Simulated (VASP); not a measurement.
# CdSe (Cadmoselite) (P6_3mc) in VASP: further runs, part 2 of 2

VASP 6.6.1. Earlier steps stand in the parts before.

## (3) Single point, PBE

This run uses another cell than the first one, of 28.05 Å³/atom, 1.010 times its volume.

INCAR reads:

```
  PREC = Accurate
  ENCUT = 520
  EDIFF = 1E-6
  ISMEAR = -1
  SIGMA = 0.02
  LREAL = False
  LASPH = True
  NELM = 60
  ALGO = Normal
  ISIF = 2
  LWAVE = False
  LCHARG = False
  GGA = PE
  NBANDS = 26
```

KPOINTS reads:

```
Automatic mesh
0
Gamma
  12 12 6
```

POSCAR reads:

```
CdSe
1.0
    4.2990000000      0.0000000000      0.0000000000
   -2.1495000000      3.7230432109      0.0000000000
    0.0000000000      0.0000000000      7.0100000000
Cd Se
2 2
Direct
    0.3333333333      0.6666666667      0.0004794859
    0.6666666667      0.3333333333      0.5004794859
    0.3333333333      0.6666666667      0.3763105141
    0.6666666667      0.3333333333      0.8763105141
```

Potentials or basis: VASP PAW PBE potentials, release 64 (Cd, Se).

Launch:

```sh
$ cat potpaw_PBE.64/Cd/POTCAR potpaw_PBE.64/Se/POTCAR > POTCAR
$ mpirun -np 1 vasp_std > vasp.out
```

OUTCAR:

```text
PREC = Accurate
   ENCUT = 520
   EDIFF = 1E-6
   ISMEAR = -1
   LREAL = False
   LASPH = True
   NELM = 60
   ISIF = 2
   GGA = PE

 ion  position               nearest neighbor table
   1  0.333  0.667  0.000-   4 2.63   4 2.63   4 2.63   3 2.63
   2  0.667  0.333  0.500-   3 2.63   3 2.63   3 2.63   4 2.63
   3  0.333  0.667  0.376-   2 2.63   2 2.63   2 2.63   1 2.63
   4  0.667  0.333  0.876-   1 2.63   1 2.63   1 2.63   2 2.63

  LATTYP: Found a hexagonal cell.
 ALAT       =     4.2990000000
 C/A-ratio  =     1.6306117702

  Lattice vectors:

 A1 = (   4.2990000000,   0.0000000000,   0.0000000000)
 A2 = (  -2.1495000000,   3.7230432109,   0.0000000000)
 A3 = (   0.0000000000,   0.0000000000,   7.0100000000)

Analysis of symmetry for initial positions (statically):
=====================================================================
 Subroutine PRICEL returns:
 Original cell was already a primitive cell.

 Routine SETGRP: Setting up the symmetry group for a
 hexagonal supercell.

 Subroutine GETGRP returns: Found 12 space group operations
 (whereof  6 operations were pure point group operations)
 out of a pool of 24 trial point group operations.

The static configuration has the point symmetry C_3v.
 The point group associated with its full space group is C_6v.

Analysis of symmetry for dynamics (positions and initial velocities):
=====================================================================
 Subroutine PRICEL returns:
 Original cell was already a primitive cell.

 Routine SETGRP: Setting up the symmetry group for a
 hexagonal supercell.

 Subroutine GETGRP returns: Found 12 space group operations
 (whereof  6 operations were pure point group operations)
 out of a pool of 24 trial point group operations.

[... 113 lines left out ...]
   POTIM  = 0.5000    time-step for ionic-motion
   TEBEG  =    0.0;   TEEND  =   0.0 temperature during run
   PSTRESS=    0.0 pullay stress
   NELECT =      36.0000    total number of electrons
   NUPDOWN=      -1.0000    fix difference up-down
   EMIN   =  10.00;   EMAX   =-10.00  energy-range for DOS
   EFERMI =   0.00;   METHOD = LEGACY
   ISMEAR =    -1;   SIGMA  =   0.02  broadening in eV -4-tet -1-fermi 0-gaus
   EFERMI_NEDOS =   21; number of points for ismear=-14 and -15
   IALGO  =     38    algorithm
   IMIX   =      4    mixing-type and parameters
     AMIX     =   0.40;   BMIX     =  1.00
     AMIX_MAG =   1.60;   BMIX_MAG =  1.00
  volume/ion in A,a.u.               =      28.05       189.29
  Fermi-wavevector in a.u.,A,eV,Ry     =   1.120765  2.117938 17.090465  1.256114
  Thomas-Fermi vector in A             =   2.257414
   LORBIT       =      0    0 simple, 1 ext, 2 COOP (PROOUT), +10 PAW based schemes
   GGA     = PE    functional components
   LHFCALC =     F    Hartree Fock is set to
   AEXX    =    0.0000 exact exchange contribution
   IVDW    =     0    specifies the selected vdW correction
   LEPSILON=     F    determine dielectric tensor
   LRPA    =     F    only Hartree local field effects (RPA)
 non-spin polarized calculation
  energy-cutoff  :      520.00
  volume of cell :      112.20
 maximum number of plane-waves:      3045
 NGX is ok and might be reduce to    32
   NGX = 15   NGY = 15   NGZ = 27

 number of electron      35.9999997 magnetization

 Free energy of the ion-electron system (eV)
  ---------------------------------------------------
  ext. energy  EPLUGINS =         0.00000000
  ---------------------------------------------------
  free energy    TOTEN  =       -10.92223653 eV

  energy without entropy =      -10.92223653  energy(sigma->0) =      -10.92223653

 E-fermi :   1.3149     XC(G=0):  -8.8927

 val. band max:        0.9671930413   @ k =   0.0000   0.0000   0.0000
 cond. band min:       1.6412131757   @ k =   0.0000   0.0000   0.0000
 fundamental gap:      0.6740201344
 Fermi energy:         1.3149122047

 k-point     1 :       0.0000    0.0000    0.0000
  band No.  band energies     occupation
      1     -11.6490      2.00000
      2     -11.2685      2.00000
      3      -6.9686      2.00000
      4      -6.9619      2.00000
      5      -6.9619      2.00000
      6      -6.8933      2.00000
[... 685 lines left out ...]
     25       8.6430      0.00000
     26       9.4216      0.00000

 [... further k-points ...]
[... 5 lines left out ...]
  --------------------------------------------------------------------------------------
  -------------------------------------------------------------------------------------
  Total        2.3186285      2.3186285      2.3849443     -0.0000000      0.0000000      0.0000000
  in kB       33.1099263     33.1099263     34.0569137     -0.0000000      0.0000000      0.0000000
  external PRESSURE =      33.4255887 kB  Pullay stress =       0.0000000 kB

 VOLUME and BASIS-vectors are now :
 -----------------------------------------------------------------------------
  energy-cutoff  :      520.00
  volume of cell :      112.20
      direct lattice vectors                 reciprocal lattice vectors
     4.299000000  0.000000000  0.000000000     0.232612235  0.134298737  0.000000000
    -2.149500000  3.723043211  0.000000000     0.000000000  0.268597473  0.000000000
     0.000000000  0.000000000  7.010000000     0.000000000  0.000000000  0.142653352

 POSITION                                       TOTAL-FORCE (eV/Angst)
 -----------------------------------------------------------------------------------
     -0.00000      2.48203      0.00336        -0.000000      0.000000      0.001154
      2.14950      1.24101      3.50836         0.000000     -0.000000      0.001154
     -0.00000      2.48203      2.63794         0.000000      0.000000     -0.001154
      2.14950      1.24101      6.14294        -0.000000      0.000000     -0.001154
 -----------------------------------------------------------------------------------
    total drift:                               -0.000000     -0.000000     -0.000011

  FREE ENERGIE OF THE ION-ELECTRON SYSTEM (eV)
  ---------------------------------------------------
  free  energy   TOTEN  =       -10.9222365304 eV

  energy  without entropy=      -10.9222365303  energy(sigma->0) =      -10.92223653
```

Run time: 2.2 min. Hardware: 1 thread of AMD EPYC 9R45 (Zen 5), shared host; peak memory 0.32 GiB.

What came out:

* Free energy: -10.9222 eV
* Pressure: 3.3 GPa
* Band gap on the k mesh: 0.67 eV, direct

Levels at points of the mesh, in eV from the valence-band top:
```tsv
k point	band 16	band 17	band 18	band 19	band 20	band 21
(0.00, 0.00, 0.00)	-0.05	0.00	0.00	0.67	2.20	5.86
(0.50, 0.00, 0.00)	-1.87	-1.34	-0.76	3.22	3.33	4.77
(0.00, 0.00, 0.50)	-0.40	-0.40	-0.40	2.38	2.38	5.86
(0.50, 0.00, 0.50)	-1.37	-1.36	-1.36	2.94	2.94	4.85
```

## (4) Single point, PBE (z stretched by +1 %, then relaxed in part)

INCAR reads:

```
PREC = Accurate ; ENCUT = 520
EDIFF = 1E-6 ; ISMEAR = -1
SIGMA = 0.02 ; LREAL = False
LASPH = True ; NELM = 60
ALGO = Normal ; ISIF = 2
LWAVE = False ; LCHARG = False
GGA = PE ; NBANDS = 26
```

KPOINTS is that of step 3.

POSCAR reads:

```
CdSe
1.0
    4.2990000000      0.0000000000      0.0000000000
   -2.1495000000      3.7230432109      0.0000000000
    0.0000000000      0.0000000000      7.0801000000
Cd Se
2 2
Direct
    0.3333333333      0.6666666667      0.0016078563
    0.6666666667      0.3333333333      0.5016078563
    0.3333333333      0.6666666667      0.3751821437
    0.6666666667      0.3333333333      0.8751821437
```

Potentials or basis: VASP PAW PBE potentials, release 64 (Cd, Se).

Launch:

```sh
$ cat potpaw_PBE.64/Cd/POTCAR potpaw_PBE.64/Se/POTCAR > POTCAR
$ mpirun -np 1 vasp_std > vasp.out
```

OUTCAR:

```text
PREC = Accurate
   ENCUT = 520
   EDIFF = 1E-6
   ISMEAR = -1
   LREAL = False
   LASPH = True
   NELM = 60
   ISIF = 2
   GGA = PE

 ion  position               nearest neighbor table
   1  0.333  0.667  0.002-   4 2.64   4 2.64   4 2.64   3 2.64
   2  0.667  0.333  0.502-   3 2.64   3 2.64   3 2.64   4 2.64
   3  0.333  0.667  0.375-   2 2.64   2 2.64   2 2.64   1 2.64
   4  0.667  0.333  0.875-   1 2.64   1 2.64   1 2.64   2 2.64

  LATTYP: Found a hexagonal cell.
 ALAT       =     4.2990000000
[... 888 lines left out ...]
     25       8.4933      0.00000
     26       9.3372      0.00000

 [... further k-points ...]
[... 5 lines left out ...]
  --------------------------------------------------------------------------------------
  -------------------------------------------------------------------------------------
  Total        2.0220516      2.0220516      1.7964698      0.0000000      0.0000000      0.0000000
  in kB       28.5889302     28.5889302     25.3995242      0.0000000      0.0000000      0.0000000
  external PRESSURE =      27.5257949 kB  Pullay stress =       0.0000000 kB

 VOLUME and BASIS-vectors are now :
 -----------------------------------------------------------------------------
  energy-cutoff  :      520.00
  volume of cell :      113.32
      direct lattice vectors                 reciprocal lattice vectors
     4.299000000  0.000000000  0.000000000     0.232612235  0.134298737  0.000000000
    -2.149500000  3.723043211  0.000000000     0.000000000  0.268597473  0.000000000
     0.000000000  0.000000000  7.080100000     0.000000000  0.000000000  0.141240943

 POSITION                                       TOTAL-FORCE (eV/Angst)
 -----------------------------------------------------------------------------------
     -0.00000      2.48203      0.01138         0.000000     -0.000000      0.000665
      2.14950      1.24101      3.55143        -0.000000      0.000000      0.000665
     -0.00000      2.48203      2.65633         0.000000     -0.000000     -0.000665
      2.14950      1.24101      6.19638        -0.000000      0.000000     -0.000665
 -----------------------------------------------------------------------------------
    total drift:                               -0.000000     -0.000000     -0.000600

  FREE ENERGIE OF THE ION-ELECTRON SYSTEM (eV)
  ---------------------------------------------------
  free  energy   TOTEN  =       -10.9431625893 eV

  energy  without entropy=      -10.9431625890  energy(sigma->0) =      -10.94316259
```

OSZICAR:

```text
N       E                     dE             d eps       ncg     rms          rms(c)
DAV:   1     0.241135784562E+03    0.24114E+03   -0.17104E+04  3952   0.125E+03
DAV:   2     0.116579531613E+01   -0.23997E+03   -0.23178E+03  4292   0.309E+02
DAV:   3    -0.115881615973E+02   -0.12754E+02   -0.12684E+02  4786   0.712E+01
DAV:   4    -0.116944170200E+02   -0.10626E+00   -0.10614E+00  4354   0.613E+00
DAV:   5    -0.116950523653E+02   -0.63535E-03   -0.63532E-03  4594   0.461E-01    0.868E+00
DAV:   6    -0.109773120088E+02    0.71774E+00   -0.12383E+00  4762   0.109E+01    0.684E+00
DAV:   7    -0.109442394676E+02    0.33073E-01   -0.52133E-01  4158   0.367E+00    0.257E+00
DAV:   8    -0.109428206705E+02    0.14188E-02   -0.53447E-02  4094   0.231E+00    0.387E-01
DAV:   9    -0.109429261274E+02   -0.10546E-03   -0.70481E-03  4310   0.959E-01    0.106E-01
DAV:  10    -0.109430702908E+02   -0.14416E-03   -0.78698E-04  4134   0.304E-01    0.709E-02
DAV:  11    -0.109431647301E+02   -0.94439E-04   -0.20998E-04  4088   0.821E-02    0.288E-02
DAV:  12    -0.109431609871E+02    0.37429E-05   -0.37342E-05  4554   0.647E-02    0.901E-03
DAV:  13    -0.109431624410E+02   -0.14538E-05   -0.10251E-05  4070   0.282E-02    0.452E-03
DAV:  14    -0.109431625893E+02   -0.14835E-06   -0.50428E-07  3036   0.367E-03
   1 F= -.10943163E+02 E0= -.10943163E+02  d E =-.365015E-09
```

It took 2.2 min on 1 thread of AMD EPYC 9R45 (Zen 5), shared host; peak memory 0.32 GiB.

Results:

- Free energy: -10.9432 eV
- Pressure: 2.8 GPa
- Band gap on the k mesh: 0.63 eV, direct

Levels at points of the mesh, in eV from the valence-band top:
| k point | band 15 | band 16 | band 17 | band 18 | band 19 | band 20 | band 21 | band 22 |
| --- | --- | --- | --- | --- | --- | --- | --- | --- |
| (0.00, 0.00, 0.00) | -0.74 | -0.09 | 0.00 | 0.00 | 0.63 | 2.25 | 5.88 | 5.88 |
| (0.50, 0.00, 0.00) | -2.66 | -1.82 | -1.35 | -0.75 | 3.17 | 3.36 | 4.72 | 6.04 |
| (0.00, 0.00, 0.50) | -0.39 | -0.39 | -0.39 | -0.39 | 2.37 | 2.37 | 5.81 | 5.81 |
| (0.50, 0.00, 0.50) | -1.39 | -1.39 | -1.33 | -1.33 | 2.90 | 2.90 | 4.84 | 4.84 |

Caveat: the cell differs from its parent crystal (z stretched by +1 %, then relaxed in part).

## (5) The runs side by side

```tsv
cell	gap on the mesh (eV)	pressure (GPa)
a = 4.299, b = 4.299, c = 6.940 Å, angles 90.0, 90.0, 120.0°, 4 atoms	0.71	4.0
a = 4.299, b = 4.299, c = 7.010 Å, angles 90.0, 90.0, 120.0°, 4 atoms	0.67	3.3
a = 4.299, b = 4.299, c = 7.080 Å, angles 90.0, 90.0, 120.0°, 4 atoms	0.63	2.8
```

Alike in all rows: task single point; level PBE; potentials or basis VASP PAW PBE potentials, release 64 (Cd, Se); no spin polarisation; k mesh 12 × 12 × 6; cutoff (eV) 520; smearing fermi-dirac 0.02 eV.

Total energies depend on the potentials used, so only differences within one code and one set of settings carry meaning.
